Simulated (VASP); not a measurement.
# Ti3Al (P1) in VASP: single point with PBEsol

Aim: the single point of Ti3Al with PBEsol.

Program: VASP 6.6.1. These are calculated values, not measurements. Logs are shortened: lines on timing, memory, paths and dates and some standing lists are left out, and cuts for length are marked.

### 1 The cell of the first run

The typed cell holds 4 atoms: a = 2.835 Å, b = 2.844 Å, c = 8.928 Å, α = 90.41°, β = 89.89°, γ = 119.59°.

### 2 Single point, PBEsol (atoms moved at random and the cell strained at random)

INCAR reads:

```
PREC = Accurate
ENCUT = 520
EDIFF = 1E-6
ISMEAR = 0
SIGMA = 0.1
LREAL = F
LASPH = T
NELM = 60
ALGO = Fast
ISIF = 2
LWAVE = F
LCHARG = F
GGA = PS
NBANDS = 28
```

KPOINTS reads:

```
regular mesh
0
Gamma
  14 14 4
```

POSCAR reads:

```
Ti3Al
1.0
    2.8346513082      0.0075530589      0.0027811651
   -1.4107845131      2.4692818013     -0.0101374570
    0.0087650439     -0.0318309489      8.9275201348
Ti Al
3 1
Direct
    0.6551785319      0.3247308858     -0.0107778125
    0.3225049189      0.6625330792      0.7560240926
    0.3603366314      0.6945762965      0.2421821343
    0.6619818900      0.3181636828      0.5125726695
```

Potentials or basis: VASP PAW PBE potentials, release 64 (Ti_sv, Al).

Started as:

```bash
$ cat potpaw_PBE.64/Ti_sv/POTCAR potpaw_PBE.64/Al/POTCAR > POTCAR
$ mpirun -np 1 vasp_std > vasp.out
```

OUTCAR:

```text
PREC = Accurate
   ENCUT = 520
   EDIFF = 1E-6
   ISMEAR = 0
   LREAL = F
   LASPH = T
   NELM = 60
   ISIF = 2
   GGA = PS

 ion  position               nearest neighbor table
   1  0.655  0.325  0.989-   2 2.64   2 2.66   2 2.66   3 2.75   3 2.78   3 2.85
   2  0.323  0.663  0.756-   1 2.64   1 2.66   1 2.66   4 2.71   4 2.72   4 2.74
   3  0.360  0.695  0.242-   1 2.75   1 2.78   1 2.85   4 2.86   4 2.94   4 2.97
   4  0.662  0.318  0.513-   2 2.71   2 2.72   2 2.74   3 2.86   3 2.94   3 2.97

  LATTYP: Found a triclinic cell.
 ALAT       =     2.8439001960
 B/A-ratio  =     0.9967518337
 C/A-ratio  =     3.1392034068
 COS(alpha) =     0.0019534102
 COS(beta)  =     0.0071474438
 COS(gamma) =     0.4937618013

  Lattice vectors:

 A1 = (   1.4107845131,  -2.4692818013,   0.0101374570)
 A2 = (   2.8346513082,   0.0075530589,   0.0027811651)
 A3 = (   0.0087650439,  -0.0318309489,   8.9275201348)

Analysis of symmetry for initial positions (statically):
=====================================================================
 Subroutine PRICEL returns:
 Original cell was already a primitive cell.

 Routine SETGRP: Setting up the symmetry group for a
 triclinic supercell.

 Subroutine GETGRP returns: Found  1 space group operations
 (whereof  1 operations were pure point group operations)
 out of a pool of  2 trial point group operations.

The static configuration has the point symmetry C_1 .

Analysis of symmetry for dynamics (positions and initial velocities):
=====================================================================
 Subroutine PRICEL returns:
 Original cell was already a primitive cell.

 Routine SETGRP: Setting up the symmetry group for a
 triclinic supercell.

 Subroutine GETGRP returns: Found  1 space group operations
 (whereof  1 operations were pure point group operations)
 out of a pool of  2 trial point group operations.

The dynamic configuration has the point symmetry C_1 .

 Subroutine INISYM returns: Found  1 space group operations
 (whereof  1 operations are pure point group operations),
 and found     1 'primitive' translations

----------------------------------------------------------------------------------------

                                     Primitive cell

  volume of cell :      62.5829

  direct lattice vectors                    reciprocal lattice vectors
     2.834651308  0.007553059  0.002781165     0.352240475  0.201248467  0.000371719
    -1.410784513  2.469281801 -0.010137457    -0.001078866  0.404365584  0.001442819
     0.008765044 -0.031830949  8.927520135    -0.000110958  0.000396474  0.112014712

  length of vectors
     2.834662735  2.843900196  8.927581184     0.405677749  0.404369598  0.112015468

  position of ions in fractional coordinates (direct lattice)
     0.655178532  0.324730886  0.989222187
     0.322504919  0.662533079  0.756024093
     0.360336631  0.694576297  0.242182134
     0.661981890  0.318163683  0.512572670

  ion indices of the primitive-cell ions
   primitive index   ion index
                 1           1
                 2           2
                 3           3
                 4           4

----------------------------------------------------------------------------------------

 KPOINTS: regular mesh

Automatic generation of k-mesh.
 Grid dimensions read from file:
 generate k-points for:   14   14    4

 Generating k-lattice:

  Cartesian coordinates                     Fractional coordinates (reciprocal lattice)
     0.025160034  0.014374890  0.000026551     0.071428571  0.000000000 -0.000000000
    -0.000077062  0.028883256  0.000103059     0.000000000  0.071428571  0.000000000
    -0.000027739  0.000099119  0.028003678    -0.000000000  0.000000000  0.250000000

  Length of vectors
     0.028976982  0.028883543  0.028003867

  Shift w.r.t. Gamma in fractional coordinates (k-lattice)
     0.000000000  0.000000000  0.000000000

 Subroutine IBZKPT returns following result:
 ===========================================

 Found    396 irreducible k-points:

 Following reciprocal coordinates:
            Coordinates               Weight
  0.000000  0.000000  0.000000      1.000000
  0.071429 -0.000000  0.000000      2.000000
  0.142857  0.000000 -0.000000      2.000000
  0.214286  0.000000 -0.000000      2.000000
  0.285714  0.000000 -0.000000      2.000000
  0.357143  0.000000  0.000000      2.000000
[... 16 lines left out ...]
  0.000000  0.142857 -0.000000      2.000000
  0.071429  0.142857  0.000000      2.000000
 [... further k-points ...]
   k-points           NKPTS =    396   k-points in BZ     NKDIM =    396   number of bands    NBANDS=     28
   number of dos      NEDOS =    301   number of ions     NIONS =      4
   total plane-waves  NPLWV =  40320
   dimension x,y,z NGX =    24 NGY =   24 NGZ =   70
   dimension x,y,z NGXF=    48 NGYF=   48 NGZF=  140
   ions per type =               3   1
   NGX,Y,Z   is equivalent  to a cutoff of  14.08, 14.03, 13.04 a.u.
   NGXF,Y,Z  is equivalent  to a cutoff of  28.15, 28.06, 26.07 a.u.
 SYSTEM =  unknown system
   PREC   = accura    normal or accurate (medium, high low for compatibility)
   ISTART =      0    job   : 0-new  1-cont  2-samecut
   ICHARG =      2    charge: 1-file 2-atom 10-const
   ISPIN  =      1    spin polarized calculation?
   LNONCOLLINEAR =      F non collinear calculations
   LSORBIT =      F    spin-orbit coupling
   LASPH  =      T    aspherical Exc in radial PAW
   ENCUT  =  520.0 eV  38.22 Ry    6.18 a.u.   5.27  5.29 16.60*2*pi/ulx,y,z
   NELM   =     60;   NELMIN=  2; NELMDL= -5     # of ELM steps
   EDIFF  = 0.1E-05   stopping-criterion for ELM
   LREAL  =      F    real-space projection
   EDIFFG = 0.1E-04   stopping-criterion for IOM
   NSW    =      0    number of steps for IOM
   IBRION =     -1    ionic relax: 0-MD 1-quasi-New 2-CG
   NFREE  =      0    steps in history (QN), initial steepest desc. (CG)
   ISIF   =      2    stress and relaxation
   ISYM   =      2    0-nonsym 1-usesym 2-fastsym
   POTIM  = 0.5000    time-step for ionic-motion
   TEBEG  =    0.0;   TEEND  =   0.0 temperature during run
   PSTRESS=    0.0 pullay stress
   NELECT =      39.0000    total number of electrons
   NUPDOWN=      -1.0000    fix difference up-down
   EMIN   =  10.00;   EMAX   =-10.00  energy-range for DOS
   EFERMI =   0.00;   METHOD = LEGACY
   ISMEAR =     0;   SIGMA  =   0.10  broadening in eV -4-tet -1-fermi 0-gaus
   EFERMI_NEDOS =   21; number of points for ismear=-14 and -15
   IALGO  =     68    algorithm
   IMIX   =      4    mixing-type and parameters
     AMIX     =   0.40;   BMIX     =  1.00
     AMIX_MAG =   1.60;   BMIX_MAG =  1.00
  volume/ion in A,a.u.               =      15.65       105.58
  Fermi-wavevector in a.u.,A,eV,Ry     =   1.398335  2.642469 26.604007  1.955339
  Thomas-Fermi vector in A             =   2.521503
   LORBIT       =      0    0 simple, 1 ext, 2 COOP (PROOUT), +10 PAW based schemes
   GGA     = PS    functional components
   LHFCALC =     F    Hartree Fock is set to
   AEXX    =    0.0000 exact exchange contribution
   IVDW    =     0    specifies the selected vdW correction
   LEPSILON=     F    determine dielectric tensor
   LRPA    =     F    only Hartree local field effects (RPA)
 non-spin polarized calculation
 RMM-DIIS sequential band-by-band and
 Gauss-broadening in eV      SIGMA  =   0.10
  energy-cutoff  :      520.00
  volume of cell :       62.58
 maximum number of plane-waves:      1701
 NGX is ok and might be reduce to    24
   NGX = 11   NGY = 11   NGZ = 33

 number of electron      39.0000000 magnetization

 Free energy of the ion-electron system (eV)
  ---------------------------------------------------
  ext. energy  EPLUGINS =         0.00000000
  ---------------------------------------------------
  free energy    TOTEN  =       -29.39691374 eV

  energy without entropy =      -29.37815620  energy(sigma->0) =      -29.38753497

 E-fermi :   8.8459     XC(G=0): -11.7167

 val. band max:        8.8445513439   @ k =  -0.1429   0.3571   0.5000
 cond. band min:       8.8459798610   @ k =   0.1429   0.2143   0.5000
 fundamental gap:      0.0014285171
 Fermi energy:         8.8458731202

 k-point     1 :       0.0000    0.0000    0.0000
  band No.  band energies     occupation
      1     -47.5201      2.00000
      2     -47.4195      2.00000
      3     -47.2516      2.00000
      4     -24.2461      2.00000
      5     -23.8907      2.00000
      6     -23.4863      2.00000
[... 20 lines left out ...]
     27      11.2261      0.00000
     28      11.8850      0.00000

 k-point     2 :       0.0714   -0.0000    0.0000
  band No.  band energies     occupation
      1     -47.5140      2.00000
      2     -47.4131      2.00000
      3     -47.2484      2.00000
      4     -24.2345      2.00000
      5     -23.8911      2.00000
      6     -23.5136      2.00000
[... 20 lines left out ...]
     27      11.1634      0.00000
     28      11.8454      0.00000

 k-point     3 :       0.1429    0.0000   -0.0000
  band No.  band energies     occupation
      1     -47.4968      2.00000
      2     -47.3947      2.00000
      3     -47.2396      2.00000
      4     -24.2021      2.00000
      5     -23.8965      2.00000
      6     -23.6041      2.00000
[... 20 lines left out ...]
     27      11.0475      0.00000
     28      11.7773      0.00000

 k-point     4 :       0.2143    0.0000   -0.0000
  band No.  band energies     occupation
      1     -47.4719      2.00000
      2     -47.3671      2.00000
      3     -47.2276      2.00000
      4     -24.1570      2.00000
      5     -23.9208      2.00000
      6     -23.7292      2.00000
[... 20 lines left out ...]
     27      11.1076      0.00000
     28      11.8092      0.00000

 k-point     5 :       0.2857    0.0000   -0.0000
  band No.  band energies     occupation
      1     -47.4444      2.00000
      2     -47.3345      2.00000
      3     -47.2159      2.00000
      4     -24.1180      2.00000
      5     -23.9835      2.00000
      6     -23.8535      2.00000
[... 20 lines left out ...]
     27      11.5382      0.00000
     28      12.0064      0.00000

 k-point     6 :       0.3571    0.0000    0.0000
  band No.  band energies     occupation
      1     -47.4197      2.00000
      2     -47.3025      2.00000
      3     -47.2076      2.00000
      4     -24.1199      2.00000
      5     -24.0748      2.00000
      6     -23.9413      2.00000
[... 463 lines left out ...]
      5     -23.8937      2.00000
      6     -23.5741      2.00000
[... 20 lines left out ...]
     27      11.0731      0.00000
     28      11.8039      0.00000

 k-point    22 :      -0.0714    0.0714   -0.0000
  band No.  band energies     occupation
      1     -47.5137      2.00000
      2     -47.4130      2.00000
      3     -47.2483      2.00000
      4     -24.2340      2.00000
      5     -23.8916      2.00000
      6     -23.5133      2.00000
[... 20 lines left out ...]
     27      11.1658      0.00000
     28      11.8681      0.00000

 k-point    23 :       0.0000    0.1429   -0.0000
  band No.  band energies     occupation
      1     -47.4966      2.00000
      2     -47.3952      2.00000
      3     -47.2403      2.00000
      4     -24.2002      2.00000
      5     -23.9016      2.00000
      6     -23.6048      2.00000
[... 20 lines left out ...]
     27      11.0730      0.00000
     28      11.7700      0.00000

 k-point    24 :       0.0714    0.1429    0.0000
  band No.  band energies     occupation
      1     -47.4814      2.00000
      2     -47.3784      2.00000
      3     -47.2333      2.00000
      4     -24.1714      2.00000
      5     -23.9140      2.00000
      6     -23.6758      2.00000
[... 20 lines left out ...]
     27      11.1822      0.00000
     28      11.8414      0.00000

 [... further k-points ...]
[... 5 lines left out ...]
  --------------------------------------------------------------------------------------
  -------------------------------------------------------------------------------------
  Total        2.8241533      3.1264876      3.8582241     -0.1556011      0.2241630      0.0156852
  in kB       72.3007789     80.0407986     98.7738898     -3.9835233      5.7387666      0.4015537
  external PRESSURE =      83.7051558 kB  Pullay stress =       0.0000000 kB

 VOLUME and BASIS-vectors are now :
 -----------------------------------------------------------------------------
  energy-cutoff  :      520.00
  volume of cell :       62.58
      direct lattice vectors                 reciprocal lattice vectors
     2.834651308  0.007553059  0.002781165     0.352240475  0.201248467  0.000371719
    -1.410784513  2.469281801 -0.010137457    -0.001078866  0.404365584  0.001442819
     0.008765044 -0.031830949  8.927520135    -0.000110958  0.000396474  0.112014712

 POSITION                                       TOTAL-FORCE (eV/Angst)
 -----------------------------------------------------------------------------------
      1.40775      0.77531      8.82983         0.039389      0.024276      0.941480
     -0.01388      1.61435      6.74360         0.051163      0.042080     -0.428670
      0.04365      1.71012      2.15605        -0.083903     -0.168850      0.592051
      1.43212      0.77432      4.57462        -0.006649      0.102494     -1.104862
 -----------------------------------------------------------------------------------
    total drift:                               -0.000190      0.000105      0.000993

  FREE ENERGIE OF THE ION-ELECTRON SYSTEM (eV)
  ---------------------------------------------------
  free  energy   TOTEN  =       -29.3969137414 eV

  energy  without entropy=      -29.3781561958  energy(sigma->0) =      -29.38753497
```

It took 17 min on 1 thread of Intel Xeon 6975P-C (Granite Rapids), shared host; peak memory 0.63 GiB.

Results:

```
Free energy            : -29.3969 eV
Pressure               : 8.4 GPa
Largest force          : 1.110 eV/Å
Band gap on the k mesh : zero (an odd number of electrons rules out a gap without spin polarisation)
```

Forces in eV/Å, atoms in the order of the input:
```
Ti   0.039  0.024  0.941
Ti   0.051  0.042 -0.429
Ti  -0.084 -0.169  0.592
Al  -0.007  0.102 -1.105
```

Stress tensor (GPa, compression positive):
```
 7.23 -0.40  0.04
-0.40  8.00  0.57
 0.04  0.57  9.88
```

Levels at points of the mesh, in eV from the Fermi level:
```csv
k point,band 16,band 17,band 18,band 19,band 20,band 21,band 22,band 23,band 24,band 25
"(0.00, 0.00, 0.00)",-2.73,-0.89,0.63,0.73,0.84,0.85,0.93,1.22,1.35,1.36
"(0.50, 0.00, 0.00)",-2.31,-1.68,-1.37,-0.63,-0.31,0.78,1.13,1.46,1.91,2.87
"(0.00, 0.50, 0.00)",-2.34,-1.70,-1.33,-0.67,-0.31,0.85,1.12,1.37,1.96,2.62
"(0.50, 0.50, 0.00)",-2.33,-1.67,-1.34,-0.61,-0.27,0.75,1.15,1.47,1.90,2.80
"(0.00, 0.00, 0.50)",-3.20,-1.24,0.57,0.73,0.83,0.85,0.92,1.21,1.34,1.37
"(0.50, 0.00, 0.50)",-2.25,-1.75,-1.33,-1.06,0.10,0.75,1.14,1.37,2.01,2.87
"(0.00, 0.50, 0.50)",-2.19,-1.69,-1.33,-1.00,0.00,0.81,0.95,1.27,2.06,2.96
"(0.50, 0.50, 0.50)",-2.23,-1.67,-1.33,-1.03,0.14,0.72,1.04,1.39,1.99,2.93
```

Caveat: the cell differs from its parent crystal (atoms moved at random and the cell strained at random); the cell stands under pressure; the PAW data sets were made with another functional, which shifts forces and pressure a little.
